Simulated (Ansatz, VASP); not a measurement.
Na: VASP beside Ansatz

File INCAR:

```
SYSTEM = Na
PREC = Accurate
ENCUT = 520
EDIFF = 1E-6
ISMEAR = -1
SIGMA = 0.05
LREAL = .False.
LASPH = .True.
NELM = 60
ALGO = Normal
ISIF = 2
LWAVE = .False.
LCHARG = .True.
GGA = PS
LELF = .True.
LVHAR = .True.
NBANDS = 10
```

KPOINTS

```
Automatic mesh
0
Gamma
  13 13 13
  0 0 0
```

The input POSCAR:

```
Na
1.0
   -2.0128444172      2.0128444172      2.0128444172
    2.0128444172     -2.0128444172      2.0128444172
    2.0128444172      2.0128444172     -2.0128444172
Na
1
Direct
    0.0000000000      0.0000000000      0.0000000000
```

Input for Ansatz:

```yaml
crystal:
  lattice:
    - [-2.0128444172, 2.0128444172, 2.0128444172]
    - [2.0128444172, -2.0128444172, 2.0128444172]
    - [2.0128444172, 2.0128444172, -2.0128444172]
  atoms:
    - { symbol: Na, position: [0.0, 0.0, 0.0] }
kpoints:
  mp_grid: { grid: [13, 13, 13] }
scf:
  occupations: { method: fermi_dirac, width: 0.05 }
hamiltonian:
  xc: pbesol
  pseudopotentials: { kind: all_electron, lapw: { basis_error: 0.001 } }
output:
  forces: true
  stress: true
  eigenvalues: true
  populations: true
```

Change from the starting cell: volume scaled by 0.9, LAPW.

Alike in both runs: task single point; functional PBEsol; k mesh 13 × 13 × 13; occupations fermi-dirac, width 0.05 eV; no spin polarisation.

|  | VASP | Ansatz |
| --- | --- | --- |
| version | VASP 6.6.1 | Ansatz 0.2.0 |
| potentials or method | VASP PAW PBE potentials, release 64 (Na_pv), cutoff 520 eV | all-electron LAPW, scalar-relativistic |

```csv
,VASP,Ansatz,Ansatz less VASP
pressure (GPa),1.0,1.0,+0.04
```

VASP's potentials were made for PBE, not for PBEsol. Ansatz ran all-electron here, and VASP with PAW potentials.
